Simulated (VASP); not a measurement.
# C (Fd-3m) in VASP: further runs

C is run at these levels: PBE; tasks: single point, relaxation of cell and atoms.

Program: VASP 6.6.1. These are calculated values, not measurements. Logs are shortened: lines on timing, memory, paths and dates and some standing lists are left out, and cuts for length are marked.

## (1) The cell of the first run

The structure is cubic, space group Fd-3m (No. 227). Conventional cell: a = 3.545 Å, b = 3.545 Å, c = 3.545 Å, α = 90.00°, β = 90.00°, γ = 90.00°. C (site symmetry -43m) has 4 C at 1.54 Å within 2.0 Å.

## (2) Single point, PBE

Input file INCAR:

```
SYSTEM = C
ALGO = Normal
EDIFF = 1E-6
ENCUT = 520
GGA = PE
ISIF = 2
ISMEAR = 0
LASPH = .TRUE.
LCHARG = .TRUE.
LELF = .TRUE.
LREAL = .FALSE.
LVHAR = .TRUE.
LWAVE = .FALSE.
NBANDS = 26
NELM = 60
PREC = Accurate
SIGMA = 0.01
```

Input file KPOINTS:

```
k-points
0
G
  6 6 6
  0 0 0
```

Input file POSCAR:

```
C
1.0
    3.5454030114      0.0000000000      0.0000000000
    0.0000000000      3.5454030114      0.0000000000
    0.0000000000      0.0000000000      3.5454030114
C
8
Direct
    0.0000000000      0.0000000000      0.0000000000
    0.0000000000      0.5000000000      0.5000000000
    0.5000000000      0.0000000000      0.5000000000
    0.5000000000      0.5000000000      0.0000000000
    0.2500000000      0.2500000000      0.2500000000
    0.2500000000      0.7500000000      0.7500000000
    0.7500000000      0.2500000000      0.7500000000
    0.7500000000      0.7500000000      0.2500000000
```

Potentials or basis: VASP PAW PBE potentials, release 64 (C).

The run is started by

```bash
$ cat potpaw_PBE.64/C/POTCAR > POTCAR
$ mpirun -np 1 vasp_std > vasp.out
```

OUTCAR:

```text
SYSTEM = C
   EDIFF = 1E-6
   ENCUT = 520
   GGA = PE
   ISIF = 2
   ISMEAR = 0
   LASPH = .TRUE.
   LREAL = .FALSE.
   NELM = 60
   PREC = Accurate

 ion  position               nearest neighbor table
   1  0.000  0.000  0.000-   5 1.54   6 1.54   7 1.54   8 1.54
   2  0.000  0.500  0.500-   5 1.54   6 1.54   7 1.54   8 1.54
   3  0.500  0.000  0.500-   5 1.54   6 1.54   7 1.54   8 1.54
   4  0.500  0.500  0.000-   5 1.54   6 1.54   7 1.54   8 1.54
   5  0.250  0.250  0.250-   1 1.54   2 1.54   3 1.54   4 1.54
   6  0.250  0.750  0.750-   1 1.54   2 1.54   3 1.54   4 1.54
   7  0.750  0.250  0.750-   1 1.54   2 1.54   3 1.54   4 1.54
   8  0.750  0.750  0.250-   1 1.54   2 1.54   3 1.54   4 1.54

  LATTYP: Found a simple cubic cell.
 ALAT       =     3.5454030114

  Lattice vectors:

 A1 = (   3.5454030114,   0.0000000000,   0.0000000000)
 A2 = (   0.0000000000,   3.5454030114,   0.0000000000)
 A3 = (   0.0000000000,   0.0000000000,   3.5454030114)

Analysis of symmetry for initial positions (statically):
=====================================================================
 Subroutine PRICEL returns following result:

  LATTYP: Found a face centered cubic cell.
 ALAT       =     3.5454030114

  Lattice vectors:

 A1 = (   1.7727015057,  -1.7727015057,   0.0000000000)
 A2 = (   1.7727015057,   0.0000000000,   1.7727015057)
 A3 = (   0.0000000000,  -1.7727015057,   1.7727015057)

   4 primitive cells build up your supercell.

 Routine SETGRP: Setting up the symmetry group for a
 simple cubic supercell.

 Subroutine GETGRP returns: Found 48 space group operations
 (whereof 24 operations were pure point group operations)
 out of a pool of 48 trial point group operations.

The static configuration has the point symmetry T_d .
 The point group associated with its full space group is O_h .

Analysis of symmetry for dynamics (positions and initial velocities):
=====================================================================
 Subroutine PRICEL returns following result:

  LATTYP: Found a face centered cubic cell.
 ALAT       =     3.5454030114

  Lattice vectors:

 A1 = (   1.7727015057,  -1.7727015057,   0.0000000000)
 A2 = (   1.7727015057,   0.0000000000,   1.7727015057)
 A3 = (   0.0000000000,  -1.7727015057,   1.7727015057)

   4 primitive cells build up your supercell.

 Routine SETGRP: Setting up the symmetry group for a
 simple cubic supercell.

 Subroutine GETGRP returns: Found 48 space group operations
 (whereof 24 operations were pure point group operations)
 out of a pool of 48 trial point group operations.

The dynamic configuration has the point symmetry T_d .
 The point group associated with its full space group is O_h .

 Subroutine INISYM returns: Found 48 space group operations
 (whereof 24 operations are pure point group operations),
 and found     4 'primitive' translations

----------------------------------------------------------------------------------------

                                     Primitive cell

  volume of cell :      11.1413

  direct lattice vectors                    reciprocal lattice vectors
     1.772701506 -1.772701506  0.000000000     0.282055382 -0.282055382 -0.282055382
     1.772701506  0.000000000  1.772701506     0.282055382  0.282055382  0.282055382
     0.000000000 -1.772701506  1.772701506    -0.282055382 -0.282055382  0.282055382

  length of vectors
     2.506978511  2.506978511  2.506978511     0.488534252  0.488534252  0.488534252

  position of ions in fractional coordinates (direct lattice)
     0.000000000  0.000000000  0.000000000
     0.750000000  0.750000000  0.750000000

  ion indices of the primitive-cell ions
   primitive index   ion index
                 1           1
                 2           5

----------------------------------------------------------------------------------------

 KPOINTS: k-points

Automatic generation of k-mesh.
 Grid dimensions read from file:
 generate k-points for:    6    6    6

 Generating k-lattice:

  Cartesian coordinates                     Fractional coordinates (reciprocal lattice)
     0.047009230  0.000000000  0.000000000     0.166666667  0.000000000  0.000000000
     0.000000000  0.047009230  0.000000000     0.000000000  0.166666667  0.000000000
     0.000000000  0.000000000  0.047009230     0.000000000  0.000000000  0.166666667

  Length of vectors
     0.047009230  0.047009230  0.047009230

  Shift w.r.t. Gamma in fractional coordinates (k-lattice)
     0.000000000  0.000000000  0.000000000

 Subroutine IBZKPT returns following result:
 ===========================================

 Found     20 irreducible k-points:

 Following reciprocal coordinates:
            Coordinates               Weight
  0.000000  0.000000  0.000000      1.000000
  0.166667  0.000000  0.000000      6.000000
  0.333333  0.000000  0.000000      6.000000
  0.500000  0.000000  0.000000      3.000000
  0.166667  0.166667  0.000000     12.000000
  0.333333  0.166667  0.000000     24.000000
[... 12 lines left out ...]
  0.500000  0.500000  0.333333      6.000000
  0.500000  0.500000  0.500000      1.000000
   k-points           NKPTS =     20   k-points in BZ     NKDIM =     20   number of bands    NBANDS=     26
   number of dos      NEDOS =    301   number of ions     NIONS =      8
   total plane-waves  NPLWV =  21952
   dimension x,y,z NGX =    28 NGY =   28 NGZ =   28
   dimension x,y,z NGXF=    56 NGYF=   56 NGZF=   56
   ions per type =               8
   NGX,Y,Z   is equivalent  to a cutoff of  13.13, 13.13, 13.13 a.u.
   NGXF,Y,Z  is equivalent  to a cutoff of  26.26, 26.26, 26.26 a.u.
 SYSTEM =  C
   PREC   = accura    normal or accurate (medium, high low for compatibility)
   ISTART =      0    job   : 0-new  1-cont  2-samecut
   ICHARG =      2    charge: 1-file 2-atom 10-const
   ISPIN  =      1    spin polarized calculation?
   LNONCOLLINEAR =      F non collinear calculations
   LSORBIT =      F    spin-orbit coupling
   LASPH  =      T    aspherical Exc in radial PAW
   ENCUT  =  520.0 eV  38.22 Ry    6.18 a.u.   6.59  6.59  6.59*2*pi/ulx,y,z
   NELM   =     60;   NELMIN=  2; NELMDL= -5     # of ELM steps
   EDIFF  = 0.1E-05   stopping-criterion for ELM
   LREAL  =      F    real-space projection
   EDIFFG = 0.1E-04   stopping-criterion for IOM
   NSW    =      0    number of steps for IOM
   IBRION =     -1    ionic relax: 0-MD 1-quasi-New 2-CG
   NFREE  =      0    steps in history (QN), initial steepest desc. (CG)
   ISIF   =      2    stress and relaxation
   ISYM   =      2    0-nonsym 1-usesym 2-fastsym
   POTIM  = 0.5000    time-step for ionic-motion
   TEBEG  =    0.0;   TEEND  =   0.0 temperature during run
   PSTRESS=    0.0 pullay stress
   NELECT =      32.0000    total number of electrons
   NUPDOWN=      -1.0000    fix difference up-down
   EMIN   =  10.00;   EMAX   =-10.00  energy-range for DOS
   EFERMI =   0.00;   METHOD = LEGACY
   ISMEAR =     0;   SIGMA  =   0.01  broadening in eV -4-tet -1-fermi 0-gaus
   EFERMI_NEDOS =   21; number of points for ismear=-14 and -15
   IALGO  =     38    algorithm
   IMIX   =      4    mixing-type and parameters
     AMIX     =   0.40;   BMIX     =  1.00
     AMIX_MAG =   1.60;   BMIX_MAG =  1.00
  volume/ion in A,a.u.               =       5.57        37.59
  Fermi-wavevector in a.u.,A,eV,Ry     =   1.465973  2.770287 29.239953  2.149076
  Thomas-Fermi vector in A             =   2.581766
   LORBIT       =      0    0 simple, 1 ext, 2 COOP (PROOUT), +10 PAW based schemes
   GGA     = PE    functional components
   LHFCALC =     F    Hartree Fock is set to
   AEXX    =    0.0000 exact exchange contribution
   IVDW    =     0    specifies the selected vdW correction
   LEPSILON=     F    determine dielectric tensor
   LRPA    =     F    only Hartree local field effects (RPA)
 non-spin polarized calculation
 Gauss-broadening in eV      SIGMA  =   0.01
  energy-cutoff  :      520.00
  volume of cell :       44.57
 maximum number of plane-waves:      1222
 NGX is ok and might be reduce to    28
   NGX = 13   NGY = 13   NGZ = 13

 number of electron      32.0000001 magnetization

 Free energy of the ion-electron system (eV)
  ---------------------------------------------------
  ext. energy  EPLUGINS =         0.00000000
  ---------------------------------------------------
  free energy    TOTEN  =       -72.70664251 eV

  energy without entropy =      -72.70664251  energy(sigma->0) =      -72.70664251

 E-fermi :  10.1486     XC(G=0): -13.3415

 val. band max:        9.9922535985   @ k =   0.0000   0.0000   0.0000
 cond. band min:      14.1863776166   @ k =   0.3333   0.0000   0.0000
 fundamental gap:      4.1941240180
 Fermi energy:        10.1485651329

 k-point     1 :       0.0000    0.0000    0.0000
  band No.  band energies     occupation
      1     -11.7286      2.00000
      2      -2.8994      2.00000
      3      -2.8994      2.00000
      4      -2.8994      2.00000
      5      -2.8994      2.00000
      6      -2.8994      2.00000
[... 18 lines left out ...]
     25      15.6318      0.00000
     26      23.7393      0.00000

 k-point     2 :       0.1667    0.0000    0.0000
  band No.  band energies     occupation
      1     -11.4689      2.00000
      2      -5.4596      2.00000
      3      -2.7357      2.00000
      4      -2.7357      2.00000
      5      -2.7357      2.00000
      6      -2.7357      2.00000
[... 18 lines left out ...]
     25      16.7870      0.00000
     26      23.8363      0.00000

 k-point     3 :       0.3333    0.0000    0.0000
  band No.  band energies     occupation
      1     -10.6937      2.00000
      2      -7.6559      2.00000
      3      -2.3371      2.00000
      4      -2.3371      2.00000
      5      -2.3371      2.00000
      6      -2.3371      2.00000
[... 456 lines left out ...]
 k-point    19 :       0.5000    0.5000    0.3333
  band No.  band energies     occupation
      1      -6.3637      2.00000
      2      -6.3637      2.00000
      3      -6.3637      2.00000
      4      -6.3637      2.00000
      5      -2.6124      2.00000
      6      -2.6124      2.00000
[... 18 lines left out ...]
     25      19.6866      0.00000
     26      19.6866      0.00000

 k-point    20 :       0.5000    0.5000    0.5000
  band No.  band energies     occupation
      1      -5.8485      2.00000
      2      -5.8485      2.00000
      3      -5.8485      2.00000
      4      -5.8485      2.00000
      5      -3.5810      2.00000
      6      -3.5810      2.00000
[... 18 lines left out ...]
     25      19.0859      0.00000
     26      19.0859      0.00000

------------------------ aborting loop because EDIFF is reached ----------------------------------------

  FORCE on cell =-STRESS in cart. coord.  units (eV):
  Direction    XX          YY          ZZ          XY          YZ          ZX
  --------------------------------------------------------------------------------------
  -------------------------------------------------------------------------------------
  Total        2.9794647      2.9794647      2.9794647      0.0000000     -0.0000000      0.0000000
  in kB      107.1154204    107.1154204    107.1154204      0.0000000     -0.0000000      0.0000000
  external PRESSURE =     107.1154204 kB  Pullay stress =       0.0000000 kB

 VOLUME and BASIS-vectors are now :
 -----------------------------------------------------------------------------
  energy-cutoff  :      520.00
  volume of cell :       44.57
      direct lattice vectors                 reciprocal lattice vectors
     3.545403011  0.000000000  0.000000000     0.282055382  0.000000000  0.000000000
     0.000000000  3.545403011  0.000000000     0.000000000  0.282055382  0.000000000
     0.000000000  0.000000000  3.545403011     0.000000000  0.000000000  0.282055382

 POSITION                                       TOTAL-FORCE (eV/Angst)
 -----------------------------------------------------------------------------------
      0.00000      0.00000      0.00000        -0.000000      0.000000     -0.000000
      0.00000      1.77270      1.77270        -0.000000     -0.000000     -0.000000
      1.77270      0.00000      1.77270        -0.000000      0.000000     -0.000000
      1.77270      1.77270      0.00000        -0.000000      0.000000     -0.000000
      0.88635      0.88635      0.88635         0.000000     -0.000000      0.000000
      0.88635      2.65905      2.65905         0.000000      0.000000      0.000000
      2.65905      0.88635      2.65905         0.000000     -0.000000      0.000000
      2.65905      2.65905      0.88635         0.000000     -0.000000      0.000000
 -----------------------------------------------------------------------------------
    total drift:                                0.000000      0.000000      0.000000

  FREE ENERGIE OF THE ION-ELECTRON SYSTEM (eV)
  ---------------------------------------------------
  free  energy   TOTEN  =       -72.7066425092 eV

  energy  without entropy=      -72.7066425092  energy(sigma->0) =      -72.70664251
```

It took 8.6 s on 1 thread of Intel Xeon 6975P-C (Granite Rapids), shared host; peak memory 0.15 GiB.

What came out:

| Quantity | Value |
| --- | --- |
| Free energy | -72.7066 eV |
| Pressure | 10.7 GPa |
| Band gap on the k mesh | 4.19 eV |

A k mesh can miss the band edges. Expect the measured gap to be larger: semilocal functionals such as PBE lack the derivative discontinuity.

## (3) Relaxation of cell and atoms, PBE, target pressure 10 GPa, at which the enthalpy is minimised

This run uses another cell than the first one, of 5.67 Å³/atom, 1.018 times its volume.

Input file INCAR:

```
SYSTEM = C
PREC = Accurate ; ENCUT = 600
EDIFF = 1E-6 ; ISMEAR = 0
SIGMA = 0.01 ; LREAL = .False.
LASPH = .True. ; NELM = 80
ALGO = Normal ; ISIF = 3
LWAVE = .False. ; LCHARG = .False.
GGA = PE ; IBRION = 2
NSW = 80 ; EDIFFG = -0.002
PSTRESS = 100.0
```

Input file KPOINTS:

```
regular mesh
0
Gamma
  6 6 6
  0 0 0
```

POSCAR, as its differences from that of step 2:

```diff
@@ -2,5 +2,5 @@
 1.0
-    3.5454030114      0.0000000000      0.0000000000
-    0.0000000000      3.5454030114      0.0000000000
-    0.0000000000      0.0000000000      3.5454030114
+    3.5670000000      0.0000000000      0.0000000000
+    0.0000000000      3.5670000000      0.0000000000
+    0.0000000000      0.0000000000      3.5670000000
 C
```

Potentials or basis: VASP PAW PBE potentials, release 64 (C).

The run is started by

```bash
$ cat potpaw_PBE.64/C/POTCAR > POTCAR
$ mpirun -np 1 vasp_std > vasp.out
```

It took 17 s on 1 thread of Intel Xeon 6975P-C (Granite Rapids), shared host; peak memory 0.15 GiB.

It converged, with:

* Free energy: -72.7310 eV
* Relaxed volume: 5.57 Å³/atom
* Relaxed cell: a = 3.545 Å, b = 3.545 Å, c = 3.545 Å, α = 90.00°, β = 90.00°, γ = 90.00°
* Space group after relaxing (to 0.05 Å): Fd-3m (No. 227)
* Energy change on relaxing (the enthalpy is what falls): +3.7 meV/atom
* Ionic steps: 3
* Pressure after relaxing: 10.0 GPa
* Band gap on the k mesh: 4.19 eV

Step by step:
```tsv
step	energy change (eV)	largest force (eV/Å)	pressure (GPa)	volume (Å³)
1	0.0000	0.0000	1.68	45.38
2	0.1375	0.0000	22.08	43.48
3	0.0294	0.0000	9.96	44.56
```

Final structure:
```yaml
crystal:
  lattice:
    - [3.54539, 0.00000, 0.00000]
    - [0.00000, 3.54539, 0.00000]
    - [0.00000, 0.00000, 3.54539]
  atoms:
    - { symbol: C, position: [0.00000, 0.00000, 0.00000] }
    - { symbol: C, position: [0.00000, 0.50000, 0.50000] }
    - { symbol: C, position: [0.50000, 0.00000, 0.50000] }
    - { symbol: C, position: [0.50000, 0.50000, 0.00000] }
    - { symbol: C, position: [0.25000, 0.25000, 0.25000] }
    - { symbol: C, position: [0.25000, 0.75000, 0.75000] }
    - { symbol: C, position: [0.75000, 0.25000, 0.75000] }
    - { symbol: C, position: [0.75000, 0.75000, 0.25000] }
```

Levels at points of the mesh, in eV from the valence-band top:
```csv
k point,band 13,band 14,band 15,band 16,band 17,band 18,band 19,band 20
"(0.00, 0.00, 0.00)",-6.41,0.00,0.00,0.00,4.80,4.80,4.80,4.80
"(0.50, 0.00, 0.00)",-4.20,-4.20,-4.20,-4.20,4.49,4.49,10.37,10.37
"(0.50, 0.50, 0.00)",-3.06,-3.06,-3.06,-3.06,8.02,8.02,8.02,8.02
"(0.50, 0.50, 0.50)",-2.85,-2.85,-2.85,-2.85,8.53,8.53,8.53,8.53
```

Caveat: the cell is relaxed towards a set pressure, so the enthalpy falls and the energy may rise. A k mesh can miss the band edges.
